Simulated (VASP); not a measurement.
# C (R-3m) in VASP: further runs

The runs below take C through single point, with LDA.

Program: VASP 6.6.1. These are calculated values, not measurements. Logs are shortened: lines on timing, memory, paths and dates and some standing lists are left out, and cuts for length are marked.

**1. The cell of the first run**

It takes space group R-3m (No. 166, trigonal). Conventional cell: a = 2.425 Å, b = 2.425 Å, c = 24.427 Å, α = 90.00°, β = 90.00°, γ = 120.00°. Within 1.9 Å of C (site symmetry 3m) lie 3 C at 1.40 Å. C (site symmetry 3m) has 3 C at 1.40 Å within 1.9 Å.

**2. Single point, LDA**

File INCAR:

```
SYSTEM = C
ALGO     = Normal         ! electronic algorithm
EDIFF    = 1E-7           ! SCF threshold, eV
ENCUT    = 520            ! plane-wave cutoff, eV
ISIF     = 2              ! what is computed and relaxed
ISMEAR   = -1             ! smearing method
LASPH    = .True.         ! aspherical terms in the spheres
LCHARG   = .False.        ! write CHGCAR
LREAL    = .False.        ! projectors in reciprocal space
LWAVE    = .False.        ! write WAVECAR
NBANDS   = 16             ! bands
NELM     = 60             ! most SCF steps
PREC     = Accurate       ! precision mode
SIGMA    = 0.05           ! smearing width, eV
```

File KPOINTS:

```
k-points
0
Gamma
  11 11 11
  0 0 0
```

File POSCAR:

```
C
1.0
    1.2122825681      0.6999116656      8.1422046679
   -1.2122825681      0.6999116656      8.1422046679
    0.0000000000     -1.3998233311      8.1422046679
C
4
Direct
    0.9128269200      0.9128269200      0.9128269200
    0.2461499400      0.2461499400      0.2461499400
    0.7538500600      0.7538500600      0.7538500600
    0.0871730800      0.0871730800      0.0871730800
```

Potentials or basis: VASP PAW LDA potentials, release 64 (C).

The run is started by

```sh
$ cat potpaw_LDA.64/C/POTCAR > POTCAR
$ mpirun -np 1 vasp_std > vasp.out
```

OUTCAR:

```text
SYSTEM = C
   EDIFF = 1E-7
   ENCUT = 520
   ISIF = 2
   ISMEAR = -1
   LASPH = .True.
   LREAL = .False.
   NELM = 60
   PREC = Accurate

 ion  position               nearest neighbor table
   1  0.913  0.913  0.913-   2 1.40   2 1.40   2 1.40
   2  0.246  0.246  0.246-   1 1.40   1 1.40   1 1.40
   3  0.754  0.754  0.754-   4 1.40   4 1.40   4 1.40
   4  0.087  0.087  0.087-   3 1.40   3 1.40   3 1.40

  LATTYP: Found a trigonal (rhomboedric) cell.
 ALAT       =     8.2616585634
 COS(alpha) =     0.9569371043

  Lattice vectors:

 A1 = (   1.2122825681,   0.6999116656,   8.1422046679)
 A2 = (  -1.2122825681,   0.6999116656,   8.1422046679)
 A3 = (   0.0000000000,  -1.3998233311,   8.1422046679)

Analysis of symmetry for initial positions (statically):
=====================================================================
 Subroutine PRICEL returns:
 Original cell was already a primitive cell.

 Routine SETGRP: Setting up the symmetry group for a
 trigonal (rhombohedral) supercell.

 Subroutine GETGRP returns: Found 12 space group operations
 (whereof 12 operations were pure point group operations)
 out of a pool of 12 trial point group operations.

The static configuration has the point symmetry D_3d.

Analysis of symmetry for dynamics (positions and initial velocities):
=====================================================================
 Subroutine PRICEL returns:
 Original cell was already a primitive cell.

 Routine SETGRP: Setting up the symmetry group for a
 trigonal (rhombohedral) supercell.

 Subroutine GETGRP returns: Found 12 space group operations
 (whereof 12 operations were pure point group operations)
 out of a pool of 12 trial point group operations.

The dynamic configuration has the point symmetry D_3d.

 Subroutine INISYM returns: Found 12 space group operations
 (whereof 12 operations are pure point group operations),
 and found     1 'primitive' translations

----------------------------------------------------------------------------------------

                                     Primitive cell

  volume of cell :      41.4515

  direct lattice vectors                    reciprocal lattice vectors
     1.212282568  0.699911666  8.142204668     0.412445096  0.238125288  0.040938953
    -1.212282568  0.699911666  8.142204668    -0.412445096  0.238125288  0.040938953
     0.000000000 -1.399823331  8.142204668     0.000000000 -0.476250575  0.040938953

  length of vectors
     8.261658563  8.261658563  8.261658563     0.478006912  0.478006912  0.478006912

  position of ions in fractional coordinates (direct lattice)
     0.912826920  0.912826920  0.912826920
     0.246149940  0.246149940  0.246149940
     0.753850060  0.753850060  0.753850060
     0.087173080  0.087173080  0.087173080

  ion indices of the primitive-cell ions
   primitive index   ion index
                 1           1
                 2           2
                 3           3
                 4           4

----------------------------------------------------------------------------------------

 KPOINTS: k-points

Automatic generation of k-mesh.
 Grid dimensions read from file:
 generate k-points for:   11   11   11

 Generating k-lattice:

  Cartesian coordinates                     Fractional coordinates (reciprocal lattice)
     0.037495009  0.021647753  0.003721723     0.090909091 -0.000000000  0.000000000
    -0.037495009  0.021647753  0.003721723    -0.000000000  0.090909091  0.000000000
     0.000000000 -0.043295507  0.003721723     0.000000000  0.000000000  0.090909091

  Length of vectors
     0.043455174  0.043455174  0.043455174

  Shift w.r.t. Gamma in fractional coordinates (k-lattice)
     0.000000000  0.000000000  0.000000000

 Subroutine IBZKPT returns following result:
 ===========================================

 Found    146 irreducible k-points:

 Following reciprocal coordinates:
            Coordinates               Weight
  0.000000  0.000000  0.000000      1.000000
  0.090909 -0.000000 -0.000000      6.000000
  0.181818  0.000000 -0.000000      6.000000
  0.272727  0.000000 -0.000000      6.000000
  0.363636 -0.000000 -0.000000      6.000000
  0.454545  0.000000 -0.000000      6.000000
[... 16 lines left out ...]
 -0.272727  0.181818  0.000000     12.000000
 -0.181818  0.181818  0.000000      6.000000
 [... further k-points ...]
   k-points           NKPTS =    146   k-points in BZ     NKDIM =    146   number of bands    NBANDS=     16
   number of dos      NEDOS =    301   number of ions     NIONS =      4
   total plane-waves  NPLWV = 262144
   dimension x,y,z NGX =    64 NGY =   64 NGZ =   64
   dimension x,y,z NGXF=   128 NGYF=  128 NGZF=  128
   ions per type =               4
   NGX,Y,Z   is equivalent  to a cutoff of  12.88, 12.88, 12.88 a.u.
   NGXF,Y,Z  is equivalent  to a cutoff of  25.76, 25.76, 25.76 a.u.
 SYSTEM =  C
   PREC   = accura    normal or accurate (medium, high low for compatibility)
   ISTART =      0    job   : 0-new  1-cont  2-samecut
   ICHARG =      2    charge: 1-file 2-atom 10-const
   ISPIN  =      1    spin polarized calculation?
   LNONCOLLINEAR =      F non collinear calculations
   LSORBIT =      F    spin-orbit coupling
   LASPH  =      T    aspherical Exc in radial PAW
   ENCUT  =  520.0 eV  38.22 Ry    6.18 a.u.  15.36 15.36 15.36*2*pi/ulx,y,z
   NELM   =     60;   NELMIN=  2; NELMDL= -5     # of ELM steps
   EDIFF  = 0.1E-06   stopping-criterion for ELM
   LREAL  =      F    real-space projection
   EDIFFG = 0.1E-05   stopping-criterion for IOM
   NSW    =      0    number of steps for IOM
   IBRION =     -1    ionic relax: 0-MD 1-quasi-New 2-CG
   NFREE  =      0    steps in history (QN), initial steepest desc. (CG)
   ISIF   =      2    stress and relaxation
   ISYM   =      2    0-nonsym 1-usesym 2-fastsym
   POTIM  = 0.5000    time-step for ionic-motion
   TEBEG  =    0.0;   TEEND  =   0.0 temperature during run
   PSTRESS=    0.0 pullay stress
   NELECT =      16.0000    total number of electrons
   NUPDOWN=      -1.0000    fix difference up-down
   EMIN   =  10.00;   EMAX   =-10.00  energy-range for DOS
   EFERMI =   0.00;   METHOD = LEGACY
   ISMEAR =    -1;   SIGMA  =   0.05  broadening in eV -4-tet -1-fermi 0-gaus
   EFERMI_NEDOS =   21; number of points for ismear=-14 and -15
   IALGO  =     38    algorithm
   IMIX   =      4    mixing-type and parameters
     AMIX     =   0.40;   BMIX     =  1.00
     AMIX_MAG =   1.60;   BMIX_MAG =  1.00
  volume/ion in A,a.u.               =      10.36        69.93
  Fermi-wavevector in a.u.,A,eV,Ry     =   1.191977  2.252511 19.331297  1.420810
  Thomas-Fermi vector in A             =   2.328026
   LORBIT       =      0    0 simple, 1 ext, 2 COOP (PROOUT), +10 PAW based schemes
   GGA     = CA    functional components
   LHFCALC =     F    Hartree Fock is set to
   AEXX    =    0.0000 exact exchange contribution
   IVDW    =     0    specifies the selected vdW correction
   LEPSILON=     F    determine dielectric tensor
   LRPA    =     F    only Hartree local field effects (RPA)
 non-spin polarized calculation
  energy-cutoff  :      520.00
  volume of cell :       41.45
 maximum number of plane-waves:      1140
 NGX is ok and might be reduce to    64
   NGX = 31   NGY = 31   NGZ = 31

 number of electron      16.0000000 magnetization

 Free energy of the ion-electron system (eV)
  ---------------------------------------------------
  ext. energy  EPLUGINS =         0.00000000
  ---------------------------------------------------
  free energy    TOTEN  =       -40.36632471 eV

  energy without entropy =      -40.36632432  energy(sigma->0) =      -40.36632451

 E-fermi :   3.2414     XC(G=0):  -9.5619

 val. band max:        2.6297902768   @ k =  -0.1818   0.4545   0.0909
 cond. band min:       3.8730956755   @ k =  -0.3636   0.3636   0.0000
 fundamental gap:      1.2433053988
 Fermi energy:         3.2413537806

 k-point     1 :       0.0000    0.0000    0.0000
  band No.  band energies     occupation
      1     -16.4734      2.00000
      2     -16.4077      2.00000
      3      -5.0739      2.00000
      4      -4.3676      2.00000
      5       0.2462      2.00000
      6       0.2462      2.00000
[... 8 lines left out ...]
     15      14.2474      0.00000
     16      15.1901      0.00000

 k-point     2 :       0.0909   -0.0000   -0.0000
  band No.  band energies     occupation
      1     -16.2730      2.00000
      2     -16.2087      2.00000
      3      -4.8262      2.00000
      4      -4.1295      2.00000
      5      -0.5182      2.00000
      6      -0.5138      2.00000
[... 8 lines left out ...]
     15      14.4806      0.00000
     16      14.5381      0.00000

 k-point     3 :       0.1818    0.0000   -0.0000
  band No.  band energies     occupation
      1     -15.6745      2.00000
      2     -15.6137      2.00000
      3      -4.0905      2.00000
      4      -3.4226      2.00000
      5      -2.4088      2.00000
      6      -2.3999      2.00000
[... 8 lines left out ...]
     15      14.9459      0.00000
     16      14.9556      0.00000

 k-point     4 :       0.2727    0.0000   -0.0000
  band No.  band energies     occupation
      1     -14.6859      2.00000
      2     -14.6309      2.00000
      3      -4.7782      2.00000
      4      -4.7632      2.00000
      5      -2.8939      2.00000
      6      -2.2768      2.00000
[... 8 lines left out ...]
     15      16.4906      0.00000
     16      17.9541      0.00000
[... 324 lines left out ...]
 k-point    22 :      -0.3636    0.1818    0.0000
  band No.  band energies     occupation
      1     -11.1088      2.00000
      2     -11.0682      2.00000
      3      -8.9928      2.00000
      4      -8.9693      2.00000
      5      -5.3545      2.00000
      6      -5.3450      2.00000
[... 8 lines left out ...]
     15      15.5215      0.00000
     16      16.5972      0.00000

 k-point    23 :      -0.2727    0.1818    0.0000
  band No.  band energies     occupation
      1     -12.7571      2.00000
      2     -12.7092      2.00000
      3      -6.9099      2.00000
      4      -6.8933      2.00000
      5      -4.8855      2.00000
      6      -4.8757      2.00000
[... 8 lines left out ...]
     15      16.7823      0.00000
     16      17.1614      0.00000

 k-point    24 :      -0.1818    0.1818    0.0000
  band No.  band energies     occupation
      1     -14.1013      2.00000
      2     -14.0472      2.00000
      3      -5.0045      2.00000
      4      -4.9933      2.00000
      5      -3.7882      2.00000
      6      -3.7796      2.00000
[... 8 lines left out ...]
     15      15.7972      0.00000
     16      15.8699      0.00000

 [... further k-points ...]

------------------------ aborting loop because EDIFF is reached ----------------------------------------

  FORCE on cell =-STRESS in cart. coord.  units (eV):
  Direction    XX          YY          ZZ          XY          YZ          ZX
  --------------------------------------------------------------------------------------
  -------------------------------------------------------------------------------------
  Total        2.6777916      2.6777916     -0.2490413      0.0000000     -0.0000000      0.0000000
  in kB      103.5015856    103.5015852     -9.6259064      0.0000000     -0.0000000      0.0000000
  external PRESSURE =      65.7924214 kB  Pullay stress =       0.0000000 kB

 VOLUME and BASIS-vectors are now :
 -----------------------------------------------------------------------------
  energy-cutoff  :      520.00
  volume of cell :       41.45
      direct lattice vectors                 reciprocal lattice vectors
     1.212282568  0.699911666  8.142204668     0.412445096  0.238125288  0.040938953
    -1.212282568  0.699911666  8.142204668    -0.412445096  0.238125288  0.040938953
     0.000000000 -1.399823331  8.142204668     0.000000000 -0.476250575  0.040938953

 POSITION                                       TOTAL-FORCE (eV/Angst)
 -----------------------------------------------------------------------------------
      0.00000      0.00000     22.29727         0.000000     -0.000000     -0.003273
      0.00000      0.00000      6.01261         0.000000      0.000000      0.004852
      0.00000      0.00000     18.41400         0.000000     -0.000000     -0.004852
      0.00000      0.00000      2.12934         0.000000      0.000000      0.003273
 -----------------------------------------------------------------------------------
    total drift:                               -0.000000     -0.000000      0.000000

  FREE ENERGIE OF THE ION-ELECTRON SYSTEM (eV)
  ---------------------------------------------------
  free  energy   TOTEN  =       -40.3663247091 eV

  energy  without entropy=      -40.3663243182  energy(sigma->0) =      -40.36632451
```

Wall time 25 min (1 thread of Intel Xeon 8259CL, shared host); peak memory 0.42 GiB.

What came out:

| Quantity | Value |
| --- | --- |
| Free energy | -40.3663 eV |
| Pressure | 6.6 GPa |
| Largest force | 0.005 eV/Å |

Forces in eV/Å, atoms in the order of the input:
```
C    0.000  0.000 -0.003
C    0.000  0.000  0.005
C    0.000  0.000 -0.005
C    0.000  0.000  0.003
```

Stress tensor (GPa, compression positive):
```
10.35  0.00  0.00
 0.00 10.35  0.00
 0.00  0.00 -0.96
```

Caveat: the stress differs along the axes, from -1 to 10 GPa.

**3. Single point, LDA**

This run uses another cell than the first one, of 10.69 Å³/atom.

File INCAR:

```
SYSTEM = C
ALGO = Normal
EDIFF = 1E-6
ENCUT = 520
ISIF = 2
ISMEAR = -1
LASPH = .True.
LCHARG = .False.
LREAL = .False.
LWAVE = .False.
NBANDS = 16
NELM = 60
PREC = Accurate
SIGMA = 0.05
```

KPOINTS is that of step 2.

File POSCAR:

```
C
1.0
    1.2249114204      0.7072029368      8.2270254042
   -1.2249114204      0.7072029368      8.2270254042
    0.0000000000     -1.4144058737      8.2270254042
C
4
Direct
    0.9128269200      0.9128269200      0.9128269200
    0.2461499400      0.2461499400      0.2461499400
    0.7538500600      0.7538500600      0.7538500600
    0.0871730800      0.0871730800      0.0871730800
```

Potentials or basis: VASP PAW LDA potentials, release 64 (C).

The run is started by

```sh
$ cat potpaw_LDA.64/C/POTCAR > POTCAR
$ mpirun -np 1 vasp_std > vasp.out
```

Run time: 26 min. Hardware: 1 thread of Intel Xeon 8259CL, shared host; peak memory 0.41 GiB.

It converged, with:

- Free energy: -40.3895 eV
- Pressure: -1.0 GPa
- Largest force: 0.004 eV/Å

Forces on the atoms (eV/Å):
```
C    0.000  0.000 -0.004
C    0.000  0.000  0.004
C    0.000  0.000 -0.004
C    0.000  0.000  0.004
```

Stress tensor (GPa, compression positive):
```
-1.04  0.00  0.00
 0.00 -1.04  0.00
 0.00  0.00 -0.92
```

**4. Single point, LDA**

This run uses another cell than the first one, of 11.02 Å³/atom.

File INCAR:

```
ALGO = Normal
EDIFF = 1E-7
ENCUT = 520
GGA = CA
ISIF = 2
ISMEAR = -1
LASPH = T
LCHARG = T
LELF = T
LREAL = F
LVHAR = T
LWAVE = F
NBANDS = 16
NELM = 60
PREC = Accurate
SIGMA = 0.05
```

File KPOINTS:

```
k-points
0
Gamma
  11 11 11
```

File POSCAR:

```
C
1.0
    1.2372851005      0.7143468844      8.3101322958
   -1.2372851005      0.7143468844      8.3101322958
    0.0000000000     -1.4286937687      8.3101322958
C
4
Direct
    0.9128269200      0.9128269200      0.9128269200
    0.2461499400      0.2461499400      0.2461499400
    0.7538500600      0.7538500600      0.7538500600
    0.0871730800      0.0871730800      0.0871730800
```

The run is started by

```sh
$ cat potpaw_LDA.64/C/POTCAR > POTCAR
$ mpirun -np 1 vasp_std > vasp.out
```

Wall time 30 min (1 thread of Intel Xeon 8259CL, shared host); peak memory 0.42 GiB.

It converged, with:

```yaml
Free_energy: -40.3549 eV
Pressure: -7.6 GPa
Largest_force: 0.005 eV/Å
```

Forces on the atoms (eV/Å):
```
C    0.000  0.000 -0.005
C    0.000  0.000  0.003
C    0.000  0.000 -0.003
C    0.000  0.000  0.005
```

Stress tensor (GPa, compression positive):
```
-10.96   0.00   0.00
  0.00 -10.96   0.00
  0.00   0.00  -0.88
```

Caveat: the stress differs along the axes, from -11 to -1 GPa.

(Part 1 of 2 ends here.)
